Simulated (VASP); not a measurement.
Wanted: the native input for a VASP 6.6.1 run.

| Item | Value |
| --- | --- |
| Task | single point |
| Functional | PBE |
| Potentials or basis | VASP PAW PBE potentials, release 64 (Sr_sv, Pr_3, I), 4f in core |
| Cutoff | 500 eV |
| k mesh | 10 × 10 × 6 |
| Occupations | gaussian, width 0.1 eV |
| Spin | no spin polarisation |
| Dipole correction | no |
| Further INCAR settings | ALGO = Normal; EDIFF = 1e-06; NBANDS = 21 |

The structure of SrPrI lies in POSCAR:

```
SrPrI
1.0
    4.5108262751      0.0000000000      0.0000000000
    0.0000000000      4.5108262751      0.0000000000
    0.0000000000      0.0000000000      7.7103793337
Sr Pr I
1 1 1
Direct
    0.5000000000      0.5000000000      0.0000000000
    0.5000000000      0.5000000000      0.5000000000
    0.0000000000      0.0000000000      0.0000000000
```

The cell was generated, and may not be a known phase.

These files were run (other wordings do the same):

INCAR

```
PREC = Accurate
ENCUT = 500
EDIFF = 1E-6
ISMEAR = 0
SIGMA = 0.1
LREAL = False
LASPH = True
NELM = 200
ALGO = Normal
ISIF = 2
LWAVE = False
LCHARG = False
GGA = PE
NBANDS = 21
GGA_COMPAT = False
LMAXMIX = 6
```

KPOINTS

```
regular mesh
0
Gamma
  10 10 6
```

Potentials or basis: VASP PAW PBE potentials, release 64 (Sr_sv, Pr_3, I), 4f in core.

Run with:

```sh
$ cat potpaw_PBE.64/Sr_sv/POTCAR potpaw_PBE.64/Pr_3/POTCAR potpaw_PBE.64/I/POTCAR > POTCAR
$ mpirun -np 1 vasp_std > vasp.out
```

It gave:

The pressure is 0.0 GPa and the band gap on the k mesh is zero (bands 14 and 15 overlap by 0.86 eV).

Caveat: spin-orbit coupling is left out, which moves the levels of the heavy elements; the 4f electrons are frozen in the core, so they carry no moment and show no levels; the run has no spin polarisation, though such a crystal can be magnetic.

It took 4.8 min on 1 thread of Intel(R) Xeon(R) Platinum 8488C (Sapphire Rapids), with other jobs on the host, peak memory 0.47 GiB.
